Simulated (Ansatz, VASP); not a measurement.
# Two plane-wave programs on Zr

```
CELL_PARAMETERS angstrom
-1.78554 1.78554 1.78554
1.78554 -1.78554 1.78554
1.78554 1.78554 -1.78554
ATOMIC_POSITIONS crystal
Zr 0.00000 0.00000 0.00000
```

Change from the starting cell: volume scaled by 0.96, PAW files.

Alike in both runs: task electric field gradients; functional PBEsol; k mesh 14 × 14 × 14; occupations fermi-dirac, width 0.08 eV; no spin polarisation.

|  | VASP | Ansatz |
| --- | --- | --- |
| version | VASP 6.6.1 | Ansatz 0.2.0 |
| potentials or method | VASP PAW PBE potentials, release 64 (Zr_sv) | PAW with Ansatz's default frozen-core files, scalar-relativistic |
| plane-wave cutoff (eV) | 520 | 420 |
| valence electrons in the cell | 12 | 12 |

VASP gave:

- pressure (GPa): -3.5

Q: Estimate Ansatz's values.

A: Pressure (GPa): -3.6.

VASP's potentials were made for PBE, not for PBEsol. The functional is the same, so the differences come from potentials, cutoffs and numerics.
